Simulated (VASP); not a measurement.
Set up this calculation in VASP 6.6.1, as the native input.

```
Task                   : single point
Functional             : PBE
Potentials or basis    : VASP PAW PBE potentials, release 64 (Rb_sv, O)
Cutoff                 : 520 eV
k mesh                 : 8 × 8 × 8
Occupations            : gaussian, width 0.1 eV
Spin                   : collinear spin, ferromagnetic start
Starting moments       : [0.0, 0.48, 0.48, 0.48, 0.48] μB
Dipole correction      : no
Further INCAR settings : ALGO = Normal; EDIFF = 1e-06; NBANDS = 28
```

The structure of RbO4 lies in POSCAR:

```
RbO4
1.0
    4.8849802303      0.0000000000      0.0000000000
    0.0000000000      4.8849802303      0.0000000000
    0.0000000000      0.0000000000      4.7968922627
Rb O
1 4
Direct
    0.0000000000      0.0000000000      0.0000000000
    0.5000000000      0.0000000000      0.3673179193
    0.0000000000      0.5000000000      0.6326820807
    0.5000000000      0.0000000000      0.6326820807
    0.0000000000      0.5000000000      0.3673179193
```

These files were run (other wordings do the same):

INCAR

```
  PREC = Accurate
  ENCUT = 520
  EDIFF = 1E-6
  ISMEAR = 0
  SIGMA = 0.1
  LREAL = False
  LASPH = True
  NELM = 150
  ALGO = Normal
  ISIF = 2
  LWAVE = False
  LCHARG = False
  ISPIN = 2
  MAGMOM = 0 0.48 0.48 0.48 0.48
  LORBIT = 11
  GGA = PE
  NBANDS = 28
```

KPOINTS

```
regular mesh
0
Gamma
  8 8 8
```

Potentials or basis: VASP PAW PBE potentials, release 64 (Rb_sv, O).

The run is started by

```console
$ cat potpaw_PBE.64/Rb_sv/POTCAR potpaw_PBE.64/O/POTCAR > POTCAR
$ mpirun -np 1 vasp_std > vasp.out
```

It gave:

```
Pressure                                              : 0.7 GPa
Largest force                                         : 0.667 eV/Å
Band gap on the k mesh                                : zero (filled and empty bands overlap)
Net moment                                            : 3.00 μB per cell
Site moments                                          : Rb +0.01; O +0.61 μB
Valence electrons inside the program's atomic spheres : Rb 7.31; O 4.91
```

Wall time 2.2 min on 1 thread of Intel(R) Xeon(R) 6975P-C (Granite Rapids), on a shared host, peak memory 0.45 GiB.
